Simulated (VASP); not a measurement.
Runs of VASP 6.6.1 on SiC (Moissanite 3C). The structure is that of space group F-43m (No. 216), or close to it. The cells are those of the table. 

| cell | gap on the mesh (eV) | pressure (GPa) |
| --- | --- | --- |
| a = 2.860 Å, angles 60.0°, 2 atoms | 1.55 | 76.9 |
| a = 2.761 Å, angles 60.0°, 2 atoms | 1.44 | 137.5 |
| a = 3.039 Å, angles 60.0°, 2 atoms | 1.70 | 9.8 |
| a = 3.121 Å, angles 60.0°, 2 atoms | (c) | -8.4 |
| a = 2.952 Å, angles 60.0°, 2 atoms | 1.63 | 36.8 |
| a = 2.811 Å, angles 60.0°, 2 atoms | (b) | 104.0 |
| a = 2.906 Å, angles 60.0°, 2 atoms | 1.59 | (a) |
| a = 2.996 Å, angles 60.0°, 2 atoms | 1.67 | 22.0 |
| a = 3.080 Å, angles 60.0°, 2 atoms | 1.72 | -0.2 |

Alike in all rows: task single point; level r2SCAN; potentials or basis VASP PAW PBE potentials, release 64 (Si, C); no spin polarisation; k mesh 10 × 10 × 10; cutoff (eV) 520; smearing gaussian 0.05 eV.

Question: Fill in the values left out.

Answer: (a) 54.8; (b) 1.50; (c) 1.75.

Caveats: the PAW data sets were made with another functional, which shifts forces and pressure a little.

A k mesh can miss the band edges.
